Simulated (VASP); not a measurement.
# NdZrS2 (P4/mmm) in VASP: a series of runs, part 2 of 2

VASP 6.6.1. The steps go on from the part before.

## Step 3: Relaxation of cell and atoms, PBE

This run uses another cell than the first one, of 27.90 Å³/atom.

File INCAR:

```
SYSTEM = NdZrS2
ALGO     = Normal         ! electronic algorithm
EDIFF    = 1E-6           ! SCF threshold, eV
EDIFFG   = -0.08          ! ionic threshold
ENCUT    = 600            ! plane-wave cutoff, eV
GGA      = PE             ! functional
IBRION   = 2              ! ionic algorithm
ISIF     = 3              ! what is computed and relaxed
ISMEAR   = 0              ! smearing method
LASPH    = .TRUE.         ! aspherical terms in the spheres
LCHARG   = .FALSE.        ! write CHGCAR
LREAL    = .FALSE.        ! projectors in reciprocal space
LWAVE    = .FALSE.        ! write WAVECAR
NELM     = 80             ! most SCF steps
NSW      = 36             ! ionic steps
PREC     = Accurate       ! precision mode
SIGMA    = 0.2            ! smearing width, eV
```

File KPOINTS:

```
k-points
0
G
  4 4 4
  0 0 0
```

File POSCAR:

```
NdZrS2
1.0
    4.8403437700      0.0000000000      0.0000000000
    0.0000000000      4.8403437700      0.0000000000
    0.0000000000      0.0000000000      4.7640891300
Nd Zr S
1 1 2
Direct
    0.5000000000      0.5000000000      0.5000000000
    0.0000000000      0.0000000000      0.0000000000
    0.0000000000      0.0000000000      0.5000000000
    0.5000000000      0.5000000000      0.0000000000
```

Potentials or basis: VASP PAW PBE potentials, release 64 (Nd, Zr_sv, S).

Command:

```bash
cat potpaw_PBE.64/Nd/POTCAR potpaw_PBE.64/Zr_sv/POTCAR potpaw_PBE.64/S/POTCAR > POTCAR
mpirun -np 1 vasp_std > vasp.out
```

OUTCAR:

```text
SYSTEM = NdZrS2
   EDIFF = 1E-6
   EDIFFG = -0.08
   ENCUT = 600
   GGA = PE
   IBRION = 2
   ISIF = 3
   ISMEAR = 0
   LASPH = .TRUE.
   LREAL = .FALSE.
   NELM = 80
   NSW = 36
   PREC = Accurate

 ion  position               nearest neighbor table
   1  0.500  0.500  0.500-   4 2.38   4 2.38
   2  0.000  0.000  0.000-   3 2.38   3 2.38
   3  0.000  0.000  0.500-   2 2.38   2 2.38
   4  0.500  0.500  0.000-   1 2.38   1 2.38

  LATTYP: Found a simple tetragonal cell.
 ALAT       =     4.8403437700
 C/A-ratio  =     0.9842460280

  Lattice vectors:

 A1 = (   4.8403437700,   0.0000000000,   0.0000000000)
 A2 = (   0.0000000000,   4.8403437700,   0.0000000000)
 A3 = (   0.0000000000,   0.0000000000,   4.7640891300)

Analysis of symmetry for initial positions (statically):
=====================================================================
 Subroutine PRICEL returns:
 Original cell was already a primitive cell.

 Routine SETGRP: Setting up the symmetry group for a
 simple tetragonal supercell.

 Subroutine GETGRP returns: Found 16 space group operations
 (whereof 16 operations were pure point group operations)
 out of a pool of 16 trial point group operations.

The static configuration has the point symmetry D_4h.

Analysis of symmetry for dynamics (positions and initial velocities):
=====================================================================
 Subroutine PRICEL returns:
 Original cell was already a primitive cell.

 Routine SETGRP: Setting up the symmetry group for a
 simple tetragonal supercell.

[... 148 lines left out ...]
  ---------------------------------------------------
  free energy    TOTEN  =       -24.92656345 eV

  energy without entropy =      -24.59441974  energy(sigma->0) =      -24.76049159

------------------------ aborting loop EDIFF was not reached (unconverged)  ----------------------------

  FORCE on cell =-STRESS in cart. coord.  units (eV):
  Direction    XX          YY          ZZ          XY          YZ          ZX
  --------------------------------------------------------------------------------------
  -------------------------------------------------------------------------------------
  Total       -8.2416837     -8.2416837     17.6098621      0.0000000      0.0000000     -0.0000000
  in kB     -118.3025845   -118.3025845    252.7750738      0.0000000      0.0000000     -0.0000000
  external PRESSURE =       5.3899683 kB  Pullay stress =       0.0000000 kB
[... 1048 lines left out ...]
     22      15.8009      0.00229
     23      16.2621      0.00000

[... ionic steps 4 to 9 ...]

--------------------------------------- Ionic step       10  -------------------------------------------

 number of electron      38.0000002 magnetization

------------------------ aborting loop EDIFF was not reached (unconverged)  ----------------------------
[... 33 lines left out ...]
--------------------------------------- Ionic step       11  -------------------------------------------

 number of electron      38.0000001 magnetization

------------------------ aborting loop because EDIFF is reached ----------------------------------------

  FORCE on cell =-STRESS in cart. coord.  units (eV):
  Direction    XX          YY          ZZ          XY          YZ          ZX
  --------------------------------------------------------------------------------------
  -------------------------------------------------------------------------------------
  Total        2.2109437      2.2109437      4.0245958      0.0000000     -0.0000000      0.0000000
  in kB       47.4072189     47.4072189     86.2956809      0.0000000     -0.0000000      0.0000000
  external PRESSURE =      60.3700396 kB  Pullay stress =       0.0000000 kB
[... 25 lines left out ...]
--------------------------------------- Ionic step       12  -------------------------------------------

 number of electron      38.0000000 magnetization

 Free energy of the ion-electron system (eV)
  ---------------------------------------------------
  ext. energy  EPLUGINS =         0.00000000
  ---------------------------------------------------
  free energy    TOTEN  =       -28.89278914 eV

  energy without entropy =      -28.56088213  energy(sigma->0) =      -28.72683563

 E-fermi :   8.7142     XC(G=0): -11.1239

 val. band max:        8.7062914573   @ k =   0.0000   0.0000   0.0000
 cond. band min:       8.7175541230   @ k =   0.2500   0.0000   0.5000
 fundamental gap:      0.0112626657
 Fermi energy:         8.7141883078
[... 466 lines left out ...]
     22       8.9726      0.06763
     23       8.9895      0.05155

------------------------ aborting loop because EDIFF is reached ----------------------------------------

  FORCE on cell =-STRESS in cart. coord.  units (eV):
  Direction    XX          YY          ZZ          XY          YZ          ZX
  --------------------------------------------------------------------------------------
  -------------------------------------------------------------------------------------
  Total       -0.1658009     -0.1658009     -0.0367274      0.0000000      0.0000000      0.0000000
  in kB       -3.3704758     -3.3704758     -0.7466101      0.0000000      0.0000000      0.0000000
  external PRESSURE =      -2.4958539 kB  Pullay stress =       0.0000000 kB
[... 19 lines left out ...]
  FREE ENERGIE OF THE ION-ELECTRON SYSTEM (eV)
  ---------------------------------------------------
  free  energy   TOTEN  =       -28.8927891350 eV

  energy  without entropy=      -28.5608821274  energy(sigma->0) =      -28.72683563

 reached required accuracy - stopping structural energy minimisation
```

Run time: 33 min. Hardware: 1 thread of Intel Xeon 6975P-C (Granite Rapids), shared host; peak memory 0.29 GiB.

Results:

| Quantity | Value |
| --- | --- |
| Free energy | -28.8928 eV |
| Relaxed volume | 19.70 Å³/atom |
| Relaxed cell | a = 3.835 Å, b = 3.835 Å, c = 5.358 Å, α = 90.00°, β = 90.00°, γ = 90.00° |
| Space group after relaxing (to 0.1 Å) | P4/mmm (No. 123) |
| Pressure after relaxing | -0.2 GPa |
| Band gap on the k mesh | zero (bands 19 and 20 overlap by 0.24 eV) |

Final structure:
```cif
data_structure
_symmetry_space_group_name_H-M 'P 1'
_symmetry_Int_Tables_number 1
_cell_length_a 3.8354
_cell_length_b 3.8354
_cell_length_c 5.3576
_cell_angle_alpha 90.000
_cell_angle_beta 90.000
_cell_angle_gamma 90.000
_cell_volume 78.81
loop_
_atom_site_label
_atom_site_type_symbol
_atom_site_fract_x
_atom_site_fract_y
_atom_site_fract_z
_atom_site_occupancy
Nd1 Nd 0.50000 0.50000 0.50000 1
Zr1 Zr 0.00000 0.00000 0.00000 1
S1 S 0.00000 0.00000 0.50000 1
S2 S 0.50000 0.50000 0.00000 1
```

Caveat: the volume moved by over 15 % at a fixed basis, so the end points are rough; the highest band is partly filled, so the run has too few bands; spin-orbit coupling is left out, which moves the levels of the heavy elements; the run has no spin polarisation, though such a crystal can be magnetic; semilocal functionals describe open f shells poorly, which spoils levels, moments and volumes.
